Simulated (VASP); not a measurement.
Crystal: Sc2BP3.

```
CELL_PARAMETERS angstrom
4.25780 0.00000 0.00000
-2.12890 3.68736 0.00000
0.00000 0.00000 8.94673
ATOMIC_POSITIONS crystal
Sc 0.66667 0.33333 0.50000
Sc 0.33333 0.66667 0.00000
B 0.33333 0.66667 0.50000
P 0.33333 0.66667 0.30476
P 0.33333 0.66667 0.69524
P 0.66667 0.33333 0.00000
```

The cell was generated, and may not be a known phase.

Base run:

```yaml
Program: VASP 6.6.1
Functional: PBE
Potentials_or_basis: VASP PAW PBE potentials, release 64 (Sc_sv, B, P)
Cutoff: 520 eV
k_mesh: 6 × 6 × 2
Occupations: gaussian, width 0.1 eV
Spin: no spin polarisation
```

Its results: pressure 0.0 GPa; largest force 0.044 eV/Å.

The run is repeated on the same cell with these changes: spin from no spin polarisation to collinear spin; further incar settings from ALGO = Normal; EDIFF = 1e-06; NBANDS = 29 to ALGO = Normal; EDIFF = 1e-06; NBANDS = 33. What comes out?

Pressure 0.1 GPa; net moment 0.20 μB per cell; site moments Sc +0.10, +0.00; B +0.01; P +0.00, -0.00 (each value once) μB; largest force 0.036 eV/Å.
